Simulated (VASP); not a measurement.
**SnF: single point with PBE**

SnF:

```
CELL_PARAMETERS angstrom
3.10806 0.00000 0.00000
0.00000 3.10806 0.00000
0.00000 0.00000 4.44260
ATOMIC_POSITIONS crystal
Sn 0.00000 0.00000 0.00000
F 0.00000 0.00000 0.50000
```

The cell was generated, and may not be a known phase.

```yaml
Program: VASP 6.6.1
Task: single point
Functional: PBE
Potentials_or_basis: VASP PAW PBE potentials, release 64 (Sn_d, F)
Cutoff: 600 eV
k_mesh: 18 × 18 × 12
Occupations: gaussian, width 0.1 eV
Spin: no spin polarisation
Dipole_correction: no
Further_INCAR_settings: ALGO = Normal; EDIFF = 1e-06; NBANDS = 18
```

```yaml
Pressure: 0.0 GPa
Band_gap_on_the_k_mesh: zero (an odd number of electrons rules out a gap without spin polarisation)
```

Stress tensor (GPa, compression positive):
```
-0.18  0.00  0.00
 0.00 -0.18  0.00
 0.00  0.00  0.27
```

Levels at points of the mesh, in eV from the Fermi level:
| k point | band 9 | band 10 | band 11 | band 12 | band 13 | band 14 |
| --- | --- | --- | --- | --- | --- | --- |
| (0.00, 0.00, 0.00) | -3.74 | -3.74 | 3.94 | 6.99 | 6.99 | 7.38 |
| (0.50, 0.00, 0.00) | -5.30 | -3.63 | -1.89 | 6.63 | 7.47 | 9.56 |
| (0.50, 0.50, 0.00) | -4.81 | -1.90 | 0.01 | 0.01 | 4.17 | 9.69 |
| (0.00, 0.00, 0.50) | -3.64 | -3.11 | 0.68 | 6.61 | 6.61 | 10.22 |
| (0.50, 0.00, 0.50) | -3.55 | -2.91 | -1.75 | 3.72 | 6.88 | 9.07 |
| (0.50, 0.50, 0.50) | -4.44 | -0.68 | -0.68 | 0.71 | 4.78 | 6.78 |

Wall time 2.5 min on 1 thread of Intel(R) Xeon(R) Platinum 8488C (Sapphire Rapids), on a shared host, peak memory 0.44 GiB.

Caveat: spin-orbit coupling is left out, which moves the levels of the heavy elements; an odd number of electrons without spin polarisation forces a metal; a magnetic or distorted state may lie lower.
